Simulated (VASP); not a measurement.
## Rb: single point with LDA

Rb:

```xyz
1
Lattice="-2.7171 2.7171 2.7171 2.7171 -2.7171 2.7171 2.7171 2.7171 -2.7171" Properties=species:S:1:pos:R:3 pbc="T T T"
Rb    0.0000    0.0000    0.0000
```

```json
{"Program": "VASP 6.6.1", "Task": "single point", "Functional": "LDA", "Potentials or basis": "VASP PAW LDA potentials, release 64 (Rb_sv)", "Cutoff": "520 eV", "k mesh": "12 × 12 × 12", "Occupations": "gaussian, width 0.1 eV", "Spin": "no spin polarisation", "Dipole correction": "no", "Further INCAR settings": "ALGO = Normal; EDIFF = 1e-06; NBANDS = 10"}
```

```
Pressure               : -0.1 GPa
Band gap on the k mesh : zero (an odd number of electrons rules out a gap without spin polarisation)
```

Levels at points of the mesh, in eV from the Fermi level:
```
           k point  band 1  band 2  band 3  band 4  band 5  band 6  band 7  band 8
(0.00, 0.00, 0.00)  -28.73  -12.81  -12.81  -12.81   -2.15    3.70    3.70    3.70
(0.50, 0.00, 0.00)  -28.72  -12.96  -12.86  -12.81    0.18    0.95    2.55    4.42
(0.50, 0.50, 0.50)  -28.71  -12.92  -12.92  -12.92    1.19    1.19    3.59    3.59
```

Run time: 36 s on 1 thread of Intel(R) Xeon(R) Platinum 8488C (Sapphire Rapids) (shared host), peak memory 0.2 GiB.
